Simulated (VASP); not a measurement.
# Si16C17 (a cell with a defect) in VASP: single point with PBE

Aim: the single point of Si16C17 (a cell with a defect) with PBE.

Program: VASP 6.6.1. These are calculated values, not measurements. Logs are shortened: lines on timing, memory, paths and dates and some standing lists are left out, and cuts for length are marked.

### 1 The cell of the first run

The cell holds a defect, 33 atoms: a = 6.188 Å, b = 6.188 Å, c = 10.129 Å, α = 90.00°, β = 90.00°, γ = 120.00°.

### 2 Single point, PBE

Contents of INCAR:

```
PREC = Accurate
ENCUT = 520
EDIFF = 1E-6
ISMEAR = -1
SIGMA = 0.01
LREAL = Auto
LASPH = T
NELM = 120
ALGO = Normal
ISIF = 2
LWAVE = F
LCHARG = F
GGA = PE
NBANDS = 88
GGA_COMPAT = F
```

Contents of KPOINTS:

```
Automatic mesh
0
Gamma
  2 2 2
  0.5 0.5 0.5
```

Contents of POSCAR:

```
Si16C17
1.0
    6.1879230300      0.0000000600      0.0000000000
   -3.0939615600      5.3588985100      0.0000000000
    0.0000000000      0.0000000000     10.1287833600
Si C
16 17
Direct
    0.3306871700      0.1633807300      0.9415710800
    0.1603922100      0.3385090000      0.4338222400
   -0.0051077800      0.0235595300      0.6759721400
   -0.0026092200      0.0032027000      0.1949474200
    0.3409311500      0.6650767600      0.9378437200
    0.1624159000      0.8373563400      0.4364154200
   -0.0033828700      0.5036548200      0.6791171600
    0.0000401300      0.4960147400      0.1916404100
    0.8306225100      0.1528783700      0.9367984700
    0.6606873700      0.3355857900      0.4367257900
    0.4915922700      0.0075847700      0.6879680600
    0.4957276900      0.0004720600      0.1870711100
    0.8329833400      0.6533917300      0.9847052900
    0.6602789700      0.8390810800      0.4371642500
    0.4784069600      0.5065943800      0.6780360300
    0.4906098000      0.4973326300      0.1958778200
    0.3246732300      0.1759378600      0.7505741500
    0.1610998400      0.3326587200      0.2540930000
   -0.0009840400      0.0103405000      0.4932122000
    0.0060338500      0.0055678000      0.0136383600
    0.3209992700      0.6729067600      0.7488325800
    0.1625505600      0.8334436500      0.2508981900
   -0.0039957800      0.5014643200      0.4954441000
    0.0065897300      0.4876765900      0.0075410700
    0.8271485800      0.1787076700      0.7482492900
    0.6624452500      0.3337639500      0.2513193000
    0.4941121100      0.0039400900      0.5016845100
    0.4987429500     -0.0023207000      0.0005041700
    0.8314004700      0.6791006600      0.7075851700
    0.6600387300      0.8356980400      0.2520196800
    0.4901691500      0.5014001400      0.4947050200
    0.4837839800      0.4865813900      0.0153108900
   -0.2308032100     -0.2757638600      0.8307659400
```

Potentials or basis: VASP PAW PBE potentials, release 64 (Si, C).

Command:

```
> cat potpaw_PBE.64/Si/POTCAR potpaw_PBE.64/C/POTCAR > POTCAR
> mpirun -np 1 vasp_std > vasp.out
```

OUTCAR:

```text
PREC = Accurate
   ENCUT = 520
   EDIFF = 1E-6
   ISMEAR = -1
   LREAL = Auto
   LASPH = T
   NELM = 120
   ISIF = 2
   GGA = PE

 ion  position               nearest neighbor table
   1  0.331  0.163  0.942-  28 1.89  32 1.89  20 1.89  17 1.94  12 3.04   9 3.06   5 3.07  11 3.08
                            13 3.10   5 3.12   9 3.13   4 3.13  16 3.14
   2  0.160  0.339  0.434-  18 1.82  19 1.86  23 1.86  31 1.87   3 2.98   8 2.99  16 2.99  15 3.00
                             4 3.01   7 3.05   6 3.08  10 3.08  14 3.09  14 3.10  10 3.11   6 3.11
   3  0.995  0.024  0.676-  19 1.85  29 1.87  25 1.88  17 1.92  33 2.29   7 2.97   2 2.98  15 2.99
                            14 3.01  11 3.07   9 3.08   6 3.08  11 3.13
   4  0.997  0.003  0.195-  20 1.84  18 1.86  22 1.88  30 1.90  13 2.84   2 3.01   6 3.02   8 3.04
                            14 3.05  16 3.05  12 3.09  12 3.10   9 3.12   1 3.13  16 3.13   8 3.15
   5  0.341  0.665  0.938-  28 1.89  32 1.90  21 1.92  24 1.93   9 3.02  15 3.07   1 3.07  12 3.10
                             1 3.12  13 3.12  16 3.12  11 3.13  13 3.14
   6  0.162  0.837  0.436-  22 1.88  19 1.89  27 1.90  23 1.90   4 3.02   7 3.04  14 3.08   3 3.08
                             2 3.08   8 3.08  10 3.08  12 3.09  11 3.10  10 3.10   2 3.11  14 3.11
   7  0.997  0.504  0.679-  29 1.85  23 1.86  21 1.88  25 1.88   3 2.97  15 2.97   6 3.04  10 3.04
                             2 3.05  11 3.09  11 3.10
   8  0.000  0.496  0.192-  18 1.85  24 1.87  22 1.91  26 1.91  13 2.72   2 2.99  16 3.03   4 3.04
                            10 3.08   6 3.08  12 3.09  12 3.10   4 3.15
   9  0.831  0.153  0.937-  28 1.89  20 1.90  25 1.92  24 1.93   5 3.02   1 3.06   3 3.08  12 3.11
                            11 3.11   4 3.12   1 3.13  13 3.13  13 3.14
  10  0.661  0.336  0.437-  26 1.88  23 1.89  27 1.90  31 1.90  16 3.02   7 3.04  14 3.07   8 3.08
                             6 3.08   2 3.08  15 3.09  11 3.09  12 3.10   6 3.10   2 3.11  14 3.12
  11  0.492  0.008  0.688-  27 1.89  21 1.90  25 1.90  17 1.91  15 3.06   3 3.07   1 3.08   7 3.09
                            10 3.09   7 3.10   6 3.10   9 3.11  14 3.12   3 3.13   5 3.13  15 3.13
  12  0.496  0.000  0.187-  30 1.88  28 1.89  22 1.90  26 1.90   1 3.04  14 3.08  16 3.09   4 3.09
                             6 3.09   8 3.09   8 3.10   4 3.10  16 3.10   5 3.10  10 3.10   9 3.11
  13  0.833  0.653  0.985-  33 1.72  24 1.83  32 1.90  20 1.91   8 2.72  16 2.82   4 2.84   1 3.10
                             5 3.12   9 3.13   9 3.14   5 3.14
  14  0.660  0.839  0.437-  30 1.88  27 1.89  31 1.90  19 1.90   3 3.01  15 3.02   4 3.05  16 3.05
                            10 3.07   6 3.08  12 3.08   2 3.09   2 3.10   6 3.11  10 3.12  11 3.12
  15  0.478  0.507  0.678-  31 1.86  21 1.88  29 1.92  17 1.92  33 2.24   7 2.97   3 2.99   2 3.00
                            14 3.02  11 3.06   5 3.07  10 3.09  11 3.13
  16  0.491  0.497  0.196-  32 1.83  18 1.86  26 1.88  30 1.90  13 2.82   2 2.99  10 3.02   8 3.03
                            14 3.05   4 3.05  12 3.09  12 3.10   5 3.12   4 3.13   1 3.14
  17  0.325  0.176  0.751-  11 1.91  15 1.92   3 1.92   1 1.94
  18  0.161  0.333  0.254-   2 1.82   8 1.85  16 1.86   4 1.86
  19  0.999  0.010  0.493-   3 1.85   2 1.86   6 1.89  14 1.90
  20  0.006  0.006  0.014-   4 1.84   1 1.89   9 1.90  13 1.91
  21  0.321  0.673  0.749-   7 1.88  15 1.88  11 1.90   5 1.92
  22  0.163  0.833  0.251-   6 1.88   4 1.88  12 1.90   8 1.91
[... 9 lines left out ...]
  32  0.484  0.487  0.015-  16 1.83   1 1.89   5 1.90  13 1.90
  33  0.769  0.724  0.831-  29 1.37  13 1.72  15 2.24   3 2.29

  LATTYP: Found a hexagonal cell.
 ALAT       =     6.1879230300
 C/A-ratio  =     1.6368631786

  Lattice vectors:

 A1 = (   6.1879230300,   0.0000000600,   0.0000000000)
 A2 = (  -3.0939615600,   5.3588985100,   0.0000000000)
 A3 = (   0.0000000000,   0.0000000000,  10.1287833600)

Analysis of symmetry for initial positions (statically):
=====================================================================
 Subroutine PRICEL returns:
 Original cell was already a primitive cell.

 Routine SETGRP: Setting up the symmetry group for a
 hexagonal supercell.

 Subroutine GETGRP returns: Found  1 space group operations
 (whereof  1 operations were pure point group operations)
 out of a pool of 24 trial point group operations.

The static configuration has the point symmetry C_1 .

Analysis of symmetry for dynamics (positions and initial velocities):
=====================================================================
 Subroutine PRICEL returns:
 Original cell was already a primitive cell.

 Routine SETGRP: Setting up the symmetry group for a
 hexagonal supercell.

 Subroutine GETGRP returns: Found  1 space group operations
 (whereof  1 operations were pure point group operations)
 out of a pool of 24 trial point group operations.

The dynamic configuration has the point symmetry C_1 .

[... 105 lines left out ...]
     0.093302755  0.093302755  0.049364270

  Shift w.r.t. Gamma in fractional coordinates (k-lattice)
     0.500000000  0.500000000  0.500000000

 Subroutine IBZKPT returns following result:
 ===========================================

 Found     12 irreducible k-points:

 Following reciprocal coordinates:
            Coordinates               Weight
  0.250000  0.250000  0.250000      2.000000
 -0.250000  0.500000  0.250000      2.000000
  0.500000  0.250000  0.250000      2.000000
 -0.250000 -0.250000  0.250000      2.000000
  0.250000  0.500000  0.250000      2.000000
  0.500000 -0.250000  0.250000      2.000000
 -0.250000  0.250000  0.250000      2.000000
 -0.250000  0.000000  0.250000      2.000000
  0.000000 -0.250000  0.250000      2.000000
  0.250000 -0.250000  0.250000      2.000000
  0.250000 -0.000000  0.250000      2.000000
 -0.000000  0.250000  0.250000      2.000000
   k-points           NKPTS =     12   k-points in BZ     NKDIM =     12   number of bands    NBANDS=     88
   number of dos      NEDOS =    301   number of ions     NIONS =     33
   total plane-waves  NPLWV = 184320
   dimension x,y,z NGX =    48 NGY =   48 NGZ =   80
   dimension x,y,z NGXF=    96 NGYF=   96 NGZF=  160
   ions per type =              16  17
   NGX,Y,Z   is equivalent  to a cutoff of  12.90, 12.90, 13.13 a.u.
   NGXF,Y,Z  is equivalent  to a cutoff of  25.79, 25.79, 26.26 a.u.
 SYSTEM =  unknown system
   PREC   = accura    normal or accurate (medium, high low for compatibility)
   ISTART =      0    job   : 0-new  1-cont  2-samecut
   ICHARG =      2    charge: 1-file 2-atom 10-const
   ISPIN  =      1    spin polarized calculation?
   LNONCOLLINEAR =      F non collinear calculations
   LSORBIT =      F    spin-orbit coupling
   LASPH  =      T    aspherical Exc in radial PAW
   ENCUT  =  520.0 eV  38.22 Ry    6.18 a.u.  11.51 11.51 18.83*2*pi/ulx,y,z
   NELM   =    120;   NELMIN=  2; NELMDL= -5     # of ELM steps
   EDIFF  = 0.1E-05   stopping-criterion for ELM
   LREAL  =      T    real-space projection
   EDIFFG = 0.1E-04   stopping-criterion for IOM
   NSW    =      0    number of steps for IOM
   IBRION =     -1    ionic relax: 0-MD 1-quasi-New 2-CG
   NFREE  =      0    steps in history (QN), initial steepest desc. (CG)
   ISIF   =      2    stress and relaxation
   ISYM   =      2    0-nonsym 1-usesym 2-fastsym
   POTIM  = 0.5000    time-step for ionic-motion
   TEBEG  =    0.0;   TEEND  =   0.0 temperature during run
   PSTRESS=    0.0 pullay stress
   NELECT =     132.0000    total number of electrons
   NUPDOWN=      -1.0000    fix difference up-down
   EMIN   =  10.00;   EMAX   =-10.00  energy-range for DOS
   EFERMI =   0.00;   METHOD = LEGACY
   ISMEAR =    -1;   SIGMA  =   0.01  broadening in eV -4-tet -1-fermi 0-gaus
   EFERMI_NEDOS =   21; number of points for ismear=-14 and -15
   IALGO  =     38    algorithm
   IMIX   =      4    mixing-type and parameters
     AMIX     =   0.40;   BMIX     =  1.00
     AMIX_MAG =   1.60;   BMIX_MAG =  1.00
  volume/ion in A,a.u.               =      10.18        68.68
  Fermi-wavevector in a.u.,A,eV,Ry     =   1.199150  2.266065 19.564648  1.437961
  Thomas-Fermi vector in A             =   2.335020
   LORBIT       =      0    0 simple, 1 ext, 2 COOP (PROOUT), +10 PAW based schemes
   GGA     = PE    functional components
   LHFCALC =     F    Hartree Fock is set to
   AEXX    =    0.0000 exact exchange contribution
   IVDW    =     0    specifies the selected vdW correction
   LEPSILON=     F    determine dielectric tensor
   LRPA    =     F    only Hartree local field effects (RPA)
 non-spin polarized calculation
  energy-cutoff  :      520.00
  volume of cell :      335.88
 maximum number of plane-waves:      9064
 NGX is ok and might be reduce to    48
   NGX = 23   NGY = 23   NGZ = 37

 number of electron     131.9999999 magnetization

 Free energy of the ion-electron system (eV)
  ---------------------------------------------------
  ext. energy  EPLUGINS =         0.00000000
  ---------------------------------------------------
  free energy    TOTEN  =      -243.59871114 eV

  energy without entropy =     -243.59871114  energy(sigma->0) =     -243.59871114

 E-fermi :   9.6448     XC(G=0): -11.4006

 val. band max:        9.4209462310   @ k =   0.5000  -0.2500   0.2500
 cond. band min:       9.9104859696   @ k =  -0.2500   0.0000   0.2500
 fundamental gap:      0.4895397386
 Fermi energy:         9.6447892368

 k-point     1 :       0.2500    0.2500    0.2500
  band No.  band energies     occupation
      1      -7.3109      2.00000
      2      -6.3052      2.00000
      3      -5.7601      2.00000
      4      -5.4375      2.00000
      5      -5.2490      2.00000
      6      -4.9127      2.00000
[... 961 lines left out ...]
     77      13.2474      0.00000
     78      13.3939      0.00000
 [bands above 78 left out]

------------------------ aborting loop because EDIFF is reached ----------------------------------------

  FORCE on cell =-STRESS in cart. coord.  units (eV):
  Direction    XX          YY          ZZ          XY          YZ          ZX
  --------------------------------------------------------------------------------------
  -------------------------------------------------------------------------------------
  Total        6.9220693      5.8616607     32.6147727     -0.5942023     -3.6840136      3.4344328
  in kB       33.0193717     27.9610541    155.5776542     -2.8344397    -17.5733308     16.3827906
  external PRESSURE =      72.1860267 kB  Pullay stress =       0.0000000 kB

 VOLUME and BASIS-vectors are now :
 -----------------------------------------------------------------------------
  energy-cutoff  :      520.00
  volume of cell :      335.88
      direct lattice vectors                 reciprocal lattice vectors
     6.187923030  0.000000060  0.000000000     0.161605112  0.093302757  0.000000000
    -3.093961560  5.358898510  0.000000000    -0.000000002  0.186605511  0.000000000
     0.000000000  0.000000000 10.128783360     0.000000000  0.000000000  0.098728541

 POSITION                                       TOTAL-FORCE (eV/Angst)
 -----------------------------------------------------------------------------------
      1.54077      0.87554      9.53697        -0.171559      0.111207      0.177910
     -0.05484      1.81404      4.39409         0.068267     -0.016970      0.047397
      6.08342      0.12625      6.84678         0.168798      0.079830      0.089857
      6.16187      0.01716      1.97458        -0.018415      0.135343      0.164018
      0.05193      3.56408      9.49922        -0.094566      0.056899      0.016654
     -1.58573      4.48731      4.42036         0.102053     -0.083027      0.079104
[... 25 lines left out ...]
      1.48815      2.60754      0.15508         0.159939     -0.198738     -0.252456
      2.51897      3.88111      8.41465        -0.119854      0.185378      0.042005
 -----------------------------------------------------------------------------------
    total drift:                                0.022009     -0.018925     -0.038567

  FREE ENERGIE OF THE ION-ELECTRON SYSTEM (eV)
  ---------------------------------------------------
  free  energy   TOTEN  =      -243.5987111422 eV

  energy  without entropy=     -243.5987111421  energy(sigma->0) =     -243.59871114
```

Run time: 17 min. Hardware: 1 thread of Oxide Virtual Turin-like, shared host; peak memory 0.49 GiB.

Results:

```
Free energy            : -243.5987 eV
Pressure               : 7.2 GPa
Largest force          : 0.445 eV/Å
Band gap on the k mesh : 0.49 eV
```

Forces in eV/Å, atoms in the order of the input:
```
Si  -0.172  0.111  0.178
Si   0.068 -0.017  0.047
Si   0.169  0.080  0.090
Si  -0.018  0.135  0.164
Si  -0.095  0.057  0.017
Si   0.102 -0.083  0.079
Si   0.208 -0.078  0.033
Si  -0.081  0.015  0.129
Si  -0.087  0.071  0.101
Si   0.101 -0.042  0.093
Si   0.044 -0.001  0.145
Si  -0.109  0.091  0.105
Si  -0.079  0.090 -0.023
Si   0.112 -0.062  0.111
Si   0.090 -0.095  0.119
Si  -0.142 -0.048  0.152
C   -0.056  0.048 -0.084
C    0.072  0.046  0.008
C   -0.104  0.028 -0.069
C    0.161 -0.028 -0.301
C   -0.053 -0.056 -0.076
C    0.170 -0.086 -0.087
C   -0.110  0.140 -0.096
C   -0.017 -0.053 -0.079
C   -0.054  0.013 -0.055
C    0.154 -0.089 -0.113
C   -0.082  0.040 -0.055
C    0.093 -0.073 -0.192
C   -0.420 -0.046  0.141
C    0.170 -0.130 -0.159
C   -0.076  0.036 -0.112
C    0.160 -0.199 -0.252
C   -0.120  0.185  0.042
```

Stress tensor (GPa, compression positive):
```
 3.30 -0.28  1.64
-0.28  2.80 -1.76
 1.64 -1.76 15.56
```

Caveat: the k points lie up to 0.59 Å⁻¹ apart.
